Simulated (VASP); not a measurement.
The system is NaH.

```xyz
2
Lattice="2.9551 0.0000 0.0000 0.0000 2.9551 0.0000 0.0000 0.0000 2.9551" Properties=species:S:1:pos:R:3 pbc="T T T"
Na    0.0000    0.0000    0.0000
H     1.4776    1.4776    1.4776
```

```yaml
Program: VASP 6.6.1
Task: relaxation of cell and atoms
Functional: PBE
Dispersion: D3(BJ)
Potentials_or_basis: VASP PAW PBE potentials, release 64 (Na_pv, H)
Cutoff: 600 eV
k_mesh: 9 × 9 × 9
Occupations: fermi-dirac, width 0.05 eV
Spin: no spin polarisation
```

At the start: pressure -1.7 GPa; volume 12.90 Å³/atom.

Question: How do energy, volume and symmetry change on relaxing?

Answer: Over 3 steps the energy falls by 4.8 meV/atom and the volume is 12.15 Å³/atom (-5.9 %); space group Pm-3m (No. 221, to 0.05 Å).

The path:
| step | energy change (eV) | largest force (eV/Å) | pressure (GPa) | volume (Å³) |
| --- | --- | --- | --- | --- |
| 1 | 0.0000 | 0.0000 | -1.71 | 25.81 |
| 2 | -0.0047 | 0.0000 | -1.24 | 25.29 |
| 3 | -0.0096 | 0.0000 | -0.25 | 24.29 |

Final structure:
```xyz
2
Lattice="2.8962 0.0000 0.0000 0.0000 2.8962 0.0000 0.0000 0.0000 2.8962" Properties=species:S:1:pos:R:3 pbc="T T T"
Na    0.0000    0.0000    0.0000
H     1.4481    1.4481    1.4481
```
